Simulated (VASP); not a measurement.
# W (Im-3m) in VASP: settings compared

The runs below take W through single point, relaxation of cell and atoms, with BLYP, BLYP+D3(BJ), RPBE+D3(BJ), PBEsol.

Everything below comes from runs of VASP 6.6.1. Logs are shortened: lines on timing, memory, paths and dates and some standing lists are left out, and cuts for length are marked.

### 1 The cell of the first run

It takes space group Im-3m (No. 229, cubic). Conventional cell: a = 3.219 Å, b = 3.219 Å, c = 3.219 Å, α = 90.00°, β = 90.00°, γ = 90.00°. Within 3.7 Å of W (site symmetry m-3m) lie 14 W at 2.79 to 3.22 Å.

### 2 Single point, BLYP

The input, INCAR:

```
PREC     = Accurate       # precision mode
ENCUT    = 520            # plane-wave cutoff, eV
EDIFF    = 1E-7           # SCF threshold, eV
ISMEAR   = -1             # smearing method
SIGMA    = 0.05           # smearing width, eV
LREAL    = F              # projectors in reciprocal space
LASPH    = T              # aspherical terms in the spheres
NELM     = 80             # most SCF steps
ALGO     = Normal         # electronic algorithm
ISIF     = 2              # what is computed and relaxed
LWAVE    = F              # write WAVECAR
LCHARG   = F              # write CHGCAR
GGA      = B5             # functional
ALDAX    = 1.0          
AGGAX    = 1.0          
AGGAC    = 1.0          
ALDAC    = 0.0          
NBANDS   = 13             # bands
```

The input, KPOINTS:

```
regular mesh
0
Gamma
  12 12 12
```

The input, POSCAR:

```
W
1.0
   -1.6097068219      1.6097068219      1.6097068219
    1.6097068219     -1.6097068219      1.6097068219
    1.6097068219      1.6097068219     -1.6097068219
W
1
Direct
    0.0000000000      0.0000000000      0.0000000000
```

Potentials or basis: VASP PAW PBE potentials, release 64 (W_sv).

Command:

```console
> cat potpaw_PBE.64/W_sv/POTCAR > POTCAR
> mpirun -np 1 vasp_std > vasp.out
```

OUTCAR:

```text
PREC = Accurate
   ENCUT = 520
   EDIFF = 1E-7
   ISMEAR = -1
   LREAL = F
   LASPH = T
   NELM = 80
   ISIF = 2
   GGA = B5

 ion  position               nearest neighbor table
   1  0.000  0.000  0.000-

  LATTYP: Found a body centered cubic cell.
 ALAT       =     3.2194136438

  Lattice vectors:

 A1 = (  -1.6097068219,   1.6097068219,   1.6097068219)
 A2 = (   1.6097068219,  -1.6097068219,   1.6097068219)
 A3 = (   1.6097068219,   1.6097068219,  -1.6097068219)

Analysis of symmetry for initial positions (statically):
=====================================================================
 Subroutine PRICEL returns:
 Original cell was already a primitive cell.

 Routine SETGRP: Setting up the symmetry group for a
 body centered cubic supercell.

 Subroutine GETGRP returns: Found 48 space group operations
 (whereof 48 operations were pure point group operations)
 out of a pool of 48 trial point group operations.

The static configuration has the point symmetry O_h .

Analysis of symmetry for dynamics (positions and initial velocities):
=====================================================================
 Subroutine PRICEL returns:
 Original cell was already a primitive cell.

 Routine SETGRP: Setting up the symmetry group for a
 body centered cubic supercell.

 Subroutine GETGRP returns: Found 48 space group operations
 (whereof 48 operations were pure point group operations)
 out of a pool of 48 trial point group operations.

The dynamic configuration has the point symmetry O_h .

 Subroutine INISYM returns: Found 48 space group operations
 (whereof 48 operations are pure point group operations),
 and found     1 'primitive' translations

----------------------------------------------------------------------------------------

                                     Primitive cell

  volume of cell :      16.6840

  direct lattice vectors                    reciprocal lattice vectors
    -1.609706822  1.609706822  1.609706822     0.000000000  0.310615569  0.310615569
     1.609706822 -1.609706822  1.609706822     0.310615569  0.000000000  0.310615569
     1.609706822  1.609706822 -1.609706822     0.310615569  0.310615569  0.000000000

  length of vectors
     2.788094001  2.788094001  2.788094001     0.439276750  0.439276750  0.439276750

  position of ions in fractional coordinates (direct lattice)
     0.000000000  0.000000000  0.000000000

  ion indices of the primitive-cell ions
   primitive index   ion index
                 1           1
[... 74 lines left out ...]
   EDIFFG = 0.1E-05   stopping-criterion for IOM
   NSW    =      0    number of steps for IOM
   IBRION =     -1    ionic relax: 0-MD 1-quasi-New 2-CG
   NFREE  =      0    steps in history (QN), initial steepest desc. (CG)
   ISIF   =      2    stress and relaxation
   ISYM   =      2    0-nonsym 1-usesym 2-fastsym
   POTIM  = 0.5000    time-step for ionic-motion
   TEBEG  =    0.0;   TEEND  =   0.0 temperature during run
   PSTRESS=    0.0 pullay stress
   NELECT =      14.0000    total number of electrons
   NUPDOWN=      -1.0000    fix difference up-down
   EMIN   =  10.00;   EMAX   =-10.00  energy-range for DOS
   EFERMI =   0.00;   METHOD = LEGACY
   ISMEAR =    -1;   SIGMA  =   0.05  broadening in eV -4-tet -1-fermi 0-gaus
   EFERMI_NEDOS =   21; number of points for ismear=-14 and -15
   IALGO  =     38    algorithm
   IMIX   =      4    mixing-type and parameters
     AMIX     =   0.40;   BMIX     =  1.00
     AMIX_MAG =   1.60;   BMIX_MAG =  1.00
  volume/ion in A,a.u.               =      16.68       112.59
  Fermi-wavevector in a.u.,A,eV,Ry     =   1.544131  2.917984 32.440911  2.384340
  Thomas-Fermi vector in A             =   2.649695
   LORBIT       =      0    0 simple, 1 ext, 2 COOP (PROOUT), +10 PAW based schemes
   GGA     = B5    functional components
   LHFCALC =     F    Hartree Fock is set to
   AEXX    =    0.0000 exact exchange contribution
   IVDW    =     0    specifies the selected vdW correction
   LEPSILON=     F    determine dielectric tensor
   LRPA    =     F    only Hartree local field effects (RPA)
 non-spin polarized calculation
  energy-cutoff  :      520.00
  volume of cell :       16.68
 maximum number of plane-waves:       468
 NGX is ok and might be reduce to    24
   NGX = 11   NGY = 11   NGZ = 11

 number of electron      13.9999999 magnetization

 Free energy of the ion-electron system (eV)
  ---------------------------------------------------
  ext. energy  EPLUGINS =         0.00000000
  ---------------------------------------------------
  free energy    TOTEN  =       -11.28406124 eV

  energy without entropy =      -11.27910587  energy(sigma->0) =      -11.28158355

 E-fermi :  11.2174     XC(G=0): -12.7089

 val. band max:       11.1850452764   @ k =   0.4167   0.0000   0.0000
 cond. band min:      11.2358137184   @ k =   0.1667   0.0000   0.0000
 fundamental gap:      0.0507684420
 Fermi energy:        11.2173916954

 k-point     1 :       0.0000    0.0000    0.0000
  band No.  band energies     occupation
      1     -62.5338      2.00000
      2     -26.4342      2.00000
      3     -26.4342      2.00000
      4     -26.4342      2.00000
      5       2.1261      2.00000
      6      10.0471      2.00000
      7      10.0471      2.00000
      8      10.0471      2.00000
      9      13.3642      0.00000
     10      13.3642      0.00000
     11      25.8566      0.00000
     12      25.8566      0.00000
     13      25.8566      0.00000
[... 354 lines left out ...]
  band No.  band energies     occupation
      1     -62.4211      2.00000
      2     -27.4691      2.00000
      3     -26.8482      2.00000
      4     -26.5124      2.00000
      5       6.0130      2.00000
      6       7.8696      2.00000
      7      11.1110      1.78719
      8      13.4359      0.00000
      9      14.1394      0.00000
     10      18.1939      0.00000
     11      20.5110      0.00000
     12      23.4969      0.00000
     13      26.6709      0.00000

 [... further k-points ...]
[... 5 lines left out ...]
  --------------------------------------------------------------------------------------
  -------------------------------------------------------------------------------------
  Total        0.1502269      0.1502269      0.1502269      0.0000000      0.0000000      0.0000000
  in kB       14.4264012     14.4264012     14.4264012      0.0000000      0.0000000      0.0000000
  external PRESSURE =      14.4264012 kB  Pullay stress =       0.0000000 kB

 VOLUME and BASIS-vectors are now :
 -----------------------------------------------------------------------------
  energy-cutoff  :      520.00
  volume of cell :       16.68
      direct lattice vectors                 reciprocal lattice vectors
    -1.609706822  1.609706822  1.609706822     0.000000000  0.310615569  0.310615569
     1.609706822 -1.609706822  1.609706822     0.310615569  0.000000000  0.310615569
     1.609706822  1.609706822 -1.609706822     0.310615569  0.310615569  0.000000000

 POSITION                                       TOTAL-FORCE (eV/Angst)
 -----------------------------------------------------------------------------------
      0.00000      0.00000      0.00000        -0.000000      0.000000      0.000000
 -----------------------------------------------------------------------------------
    total drift:                               -0.000000     -0.000000      0.000000

  FREE ENERGIE OF THE ION-ELECTRON SYSTEM (eV)
  ---------------------------------------------------
  free  energy   TOTEN  =       -11.2840612393 eV

  energy  without entropy=      -11.2791058703  energy(sigma->0) =      -11.28158355
```

stdout:

```text
POSCAR found type information on POSCAR W
 POSCAR found :  1 types and       1 ions
 scaLAPACK will be used
 -----------------------------------------------------------------------------
|                                                                             |
|                                                                             |
|     You enforced a specific xc type in the INCAR file but a different       |
|     I HOPE YOU KNOW WHAT YOU ARE DOING!                                     |
|                                                                             |
 -----------------------------------------------------------------------------

 LDA part: xc-table for (Slater(with rela. corr.)+VWN5), standard interpolation
 POSCAR, INCAR and KPOINTS ok, starting setup
 FFT: planning ... GRIDC
 FFT: planning ... GRID_SOFT
 FFT: planning ... GRID
 WAVECAR not read
 entering main loop
```

Run time: 11 s. Hardware: 1 thread of AMD EPYC 9R45 (Zen 5), shared host; peak memory 0.12 GiB.

What came out:

| Property | Result |
| --- | --- |
| Free energy | -11.2841 eV |
| Pressure | 1.4 GPa |
| Band gap on the k mesh | zero (band 7 reaches 15.98 eV, above the bottom of band 8 at 10.05 eV) |

Caveat: the PAW data sets were made with another functional, which shifts forces and pressure a little; spin-orbit coupling is left out, which moves the levels of the heavy elements.

### 3 Relaxation of cell and atoms, BLYP+D3(BJ)

This run uses another cell than the first one, of 15.85 Å³/atom, 0.950 times its volume.

The input, INCAR:

```
SYSTEM = W
PREC = Accurate
ENCUT = 600
EDIFF = 1E-6
ISMEAR = -1
SIGMA = 0.05
LREAL = .FALSE.
LASPH = .TRUE.
NELM = 80
ALGO = Normal
ISIF = 3
LWAVE = .FALSE.
LCHARG = .FALSE.
GGA = B5
ALDAX = 1.0
AGGAX = 1.0
AGGAC = 1.0
ALDAC = 0.0
IVDW = 12
IBRION = 2
NSW = 80
EDIFFG = -0.01
VDW_S6 = 1.0
VDW_S8 = 2.6996
VDW_A1 = 0.4298
VDW_A2 = 4.2359
```

The input, KPOINTS:

```
regular mesh
0
G
  12 12 12
  0 0 0
```

The input, POSCAR:

```
W
1.0
   -1.5823450000      1.5823450000      1.5823450000
    1.5823450000     -1.5823450000      1.5823450000
    1.5823450000      1.5823450000     -1.5823450000
W
1
Direct
    0.0000000000      0.0000000000      0.0000000000
```

Potentials or basis: VASP PAW PBE potentials, release 64 (W_sv).

Command:

```console
> cat potpaw_PBE.64/W_sv/POTCAR > POTCAR
> mpirun -np 1 vasp_std > vasp.out
```

Run time: 21 s. Hardware: 1 thread of AMD EPYC 9R45 (Zen 5), shared host; peak memory 0.13 GiB.

It converged, with:

| Item | Value |
| --- | --- |
| Free energy | -12.9409 eV |
| Relaxed volume | 15.82 Å³/atom |
| Relaxed cell | a = 2.739 Å, b = 2.739 Å, c = 2.739 Å, α = 109.47°, β = 109.47°, γ = 109.47° |
| Space group after relaxing (to 0.05 Å) | Im-3m (No. 229) |
| Energy gained by relaxing | 0.1 meV/atom |
| Ionic steps | 3 |
| Pressure after relaxing | 0.0 GPa |
| Band gap on the k mesh | zero (band 7 reaches 17.13 eV, above the bottom of band 8 at 10.73 eV) |
| Dispersion energy per atom | -1.708 eV |

Final structure:
```
W
1.0
    -1.58132    1.58132    1.58132
     1.58132   -1.58132    1.58132
     1.58132    1.58132   -1.58132
W
1
Direct
  0.00000 0.00000 0.00000
```

Levels at points of the mesh, in eV from the Fermi level:
| k point | band 4 | band 5 | band 6 | band 7 | band 8 | band 9 | band 10 | band 11 |
| --- | --- | --- | --- | --- | --- | --- | --- | --- |
| (0.00, 0.00, 0.00) | -37.56 | -9.43 | -1.31 | -1.31 | -1.31 | 2.22 | 2.22 | 14.71 |
| (0.50, 0.00, 0.00) | -37.57 | -6.22 | -3.62 | 0.99 | 2.09 | 3.05 | 6.07 | 11.12 |
| (0.50, 0.50, 0.50) | -38.49 | -5.80 | -5.80 | 5.09 | 5.09 | 5.09 | 8.49 | 8.49 |

Caveat: the PAW data sets were made with another functional, which shifts forces and pressure a little; spin-orbit coupling is left out, which moves the levels of the heavy elements; pairwise dispersion overbinds metals, which lowers pressure and volume.

### 4 Relaxation of cell and atoms, RPBE+D3(BJ)

This run uses another cell than the first one, of 15.85 Å³/atom, 0.950 times its volume.

The input, INCAR:

```
SYSTEM = W
ALGO = Normal
EDIFF = 1E-6
EDIFFG = -0.01
ENCUT = 600
GGA = RP
IBRION = 2
ISIF = 3
ISMEAR = -1
IVDW = 12
LASPH = .TRUE.
LCHARG = .FALSE.
LREAL = .FALSE.
LWAVE = .FALSE.
NELM = 60
NSW = 80
PREC = Accurate
SIGMA = 0.05
```

The input, KPOINTS:

```
k-points
0
G
  12 12 12
  0 0 0
```

POSCAR is that of step 3.

Command:

```console
> cat potpaw_PBE.64/W_sv/POTCAR > POTCAR
> mpirun -np 1 vasp_std > vasp.out
```

Wall time 24 s (1 thread of AMD EPYC 9R45 (Zen 5), shared host); peak memory 0.14 GiB.

It converged, with:

```
Free energy                            : -17.4240 eV
Relaxed volume                         : 14.11 Å³/atom
Relaxed cell                           : a = 2.637 Å, b = 2.637 Å, c = 2.637 Å, α = 109.47°, β = 109.47°, γ = 109.47°
Space group after relaxing (to 0.05 Å) : Im-3m (No. 229)
Energy gained by relaxing              : 225.2 meV/atom
Ionic steps                            : 5
Pressure after relaxing                : 0.1 GPa
Band gap on the k mesh                 : zero (band 7 reaches 19.37 eV, above the bottom of band 8 at 11.86 eV)
Dispersion energy per atom             : -5.384 eV
```

Step by step:
```
step  energy change (eV)  largest force (eV/Å)  pressure (GPa)  volume (Å³)
   1              0.0000                0.0000          -38.05        15.85
   2              5.7040                0.0000          516.17         8.69
   3             -0.2120                0.0000          -10.52        14.50
   4             -0.2227                0.0000           -4.69        14.28
   5             -0.2252                0.0000            0.07        14.11
```

Final structure:
```
CELL_PARAMETERS angstrom
-1.52224 1.52224 1.52224
1.52224 -1.52224 1.52224
1.52224 1.52224 -1.52224
ATOMIC_POSITIONS crystal
W 0.00000 0.00000 0.00000
```

Levels at points of the mesh, in eV from the Fermi level:
| k point | band 5 | band 6 | band 7 | band 8 | band 9 | band 10 |
| --- | --- | --- | --- | --- | --- | --- |
| (0.00, 0.00, 0.00) | -10.30 | -1.47 | -1.47 | -1.47 | 2.52 | 2.52 |
| (0.50, 0.00, 0.00) | -7.12 | -4.21 | 1.11 | 2.51 | 3.64 | 7.25 |
| (0.50, 0.50, 0.50) | -6.88 | -6.88 | 6.04 | 6.04 | 6.04 | 9.22 |

Caveat: the PAW data sets were made with another functional, which shifts forces and pressure a little; spin-orbit coupling is left out, which moves the levels of the heavy elements; the volume moved by -11 % from the deposited cell, more than functionals usually miss; pairwise dispersion overbinds metals, which lowers pressure and volume.

[end of part 1 of 3]
